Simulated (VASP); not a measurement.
**La: relaxation of cell and atoms with PBEsol+D4**

La:

```
La
1.0
     3.75000    0.00000    0.00000
    -1.87500    3.24760    0.00000
     0.00000    0.00000    6.07000
La
2
Direct
  0.66667 0.33333 0.75000
  0.33333 0.66667 0.25000
```

```json
{"Program": "VASP 6.6.1", "Task": "relaxation of cell and atoms", "Functional": "PBEsol", "Dispersion": "D4", "Potentials or basis": "VASP PAW PBE potentials, release 64 (La)", "Cutoff": "600 eV", "k mesh": "8 × 8 × 5", "Occupations": "fermi-dirac, width 0.05 eV", "Spin": "no spin polarisation", "Dipole correction": "no", "Further INCAR settings": "ALGO = Normal; EDIFF = 1e-06; IBRION = 2; EDIFFG = -0.01; NSW = 60; ISIF = 3"}
```

```yaml
Relaxed_volume: 33.57 Å³/atom
Relaxed_cell: a = 3.623 Å, b = 3.623 Å, c = 5.908 Å, α = 90.00°, β = 90.00°, γ = 120.00°
Space_group_after_relaxing_to_0.05_Å: P6_3/mmc (No. 194)
Energy_gained_by_relaxing: 23.3 meV/atom
Ionic_steps: 7
Pressure_after_relaxing: 0.0 GPa
Band_gap_on_the_k_mesh: zero (band 11 reaches 9.83 eV, above the bottom of band 12 at 8.39 eV)
Dispersion_energy_per_atom: -0.190 eV
```

Step by step:
```
step  energy change (eV)  largest force (eV/Å)  pressure (GPa)  volume (Å³)
   1              0.0000                0.0000           -2.17        73.92
   2             -0.0440                0.0000           -0.49        68.71
   3             -0.0461                0.0000           -0.04        67.41
   4             -0.0461                0.0000            0.01        67.28
   5             -0.0463                0.0000            0.00        67.25
   6             -0.0465                0.0000            0.00        67.21
   7             -0.0466                0.0000            0.00        67.14
```

Final structure:
```
CELL_PARAMETERS angstrom
3.62259 0.00000 0.00000
-1.81130 3.13726 0.00000
0.00000 0.00000 5.90786
ATOMIC_POSITIONS crystal
La 0.66667 0.33333 0.75000
La 0.33333 0.66667 0.25000
```

Levels at points of the mesh, in eV from the Fermi level:
```csv
k point,band 7,band 8,band 9,band 10,band 11,band 12,band 13,band 14,band 15
"(0.00, 0.00, 0.00)",-15.42,-15.41,-3.14,-1.89,1.10,1.40,1.40,1.68,1.81
"(0.50, 0.00, 0.00)",-15.87,-15.65,-1.86,-1.33,-1.20,1.30,1.47,1.50,1.62
```

Run time: 110 s on 1 thread of AMD EPYC 9R45 96-Core Processor (Zen 5), with other jobs on the host, peak memory 0.2 GiB.

Caveat: the PAW data sets were made with another functional, which shifts forces and pressure a little; spin-orbit coupling is left out, which moves the levels of the heavy elements; pairwise dispersion overbinds metals, which lowers pressure and volume.
